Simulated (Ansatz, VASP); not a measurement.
## SnO in VASP and in Ansatz

```
Sn O
1.0
     3.82065    0.00001    0.00000
    -0.00001    4.01168    0.00000
     0.00000    0.00000   30.63443
Sn O
2 2
Direct
  0.99985 0.99985 0.46248
  0.49985 0.49985 0.53752
  0.99985 0.49985 0.49845
  0.49985 0.99985 0.50155
```

Change from the starting cell: strain along y +0.050, atoms relaxed.

Alike in both runs: functional PBE; dispersion D3(BJ); k mesh 6 × 6 × 1; occupations gaussian, width 0.02 eV; no spin polarisation.

Ansatz relaxed the structure, and its values are those at the end. VASP's run is a single point on that final structure, the one shown.

|  | VASP | Ansatz |
| --- | --- | --- |
| version | VASP 6.6.1 | Ansatz 0.2.0 |
| potentials or method | VASP PAW PBE potentials, release 64 (Sn_d, O), cutoff 520 eV | scalar-relativistic, plane waves, PAW |
| valence electrons in the cell | 40 | 40 |

```tsv
	VASP	Ansatz	Ansatz less VASP
gap on the k mesh at the Fermi level (eV)	2.73	2.79	+0.057
least direct gap on the mesh (eV)	2.77	2.82	+0.055
rms of the force components (eV/Å)	0.032	0.000	-0.0319
```

Ansatz's warnings: stress scf threshold loose, structure snapped to symmetry, xc potential rough in thin density.
